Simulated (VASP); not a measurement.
Here is a VASP 6.6.1 calculation.

File INCAR:

```
SYSTEM = Si4N
ALGO = Normal
EDIFF = 1E-6
ENCUT = 520
GGA = PE
ISIF = 2
ISMEAR = 0
ISPIN = 2
LASPH = .TRUE.
LCHARG = .FALSE.
LORBIT = 11
LREAL = .FALSE.
LWAVE = .FALSE.
MAGMOM = 0 0 0 0 1
NBANDS = 22
NELM = 150
PREC = Accurate
SIGMA = 0.1
```

Contents of KPOINTS:

```
k-points
0
G
  6 6 6
  0 0 0
```

Contents of POSCAR:

```
Si4N
1.0
    3.3484040775      1.9332019955      1.7905041425
   -3.3484040775      1.9332019955      1.7905041425
    0.0000000000     -3.8664039910      1.7905041425
Si N
4 1
Direct
    0.7121070230      0.1641228356      0.7121070230
    0.7121070230      0.7121070230      0.1641228356
    0.1641228356      0.7121070230      0.7121070230
    0.3225688882      0.3225688882      0.3225688882
    0.9915890901      0.9915890901      0.9915890901
```

Potentials or basis: VASP PAW PBE potentials, release 64 (Si, N).

Command:

```console
$ cat potpaw_PBE.64/Si/POTCAR potpaw_PBE.64/N/POTCAR > POTCAR
$ mpirun -np 1 vasp_std > vasp.out
```

Predict the largest force.

0.010 eV/Å.

What does it give for the net moment?

0.00 μB per cell.

Stress tensor (GPa, compression positive):
```
 0.02  0.00  0.00
 0.00  0.02  0.00
 0.00  0.00 -0.08
```
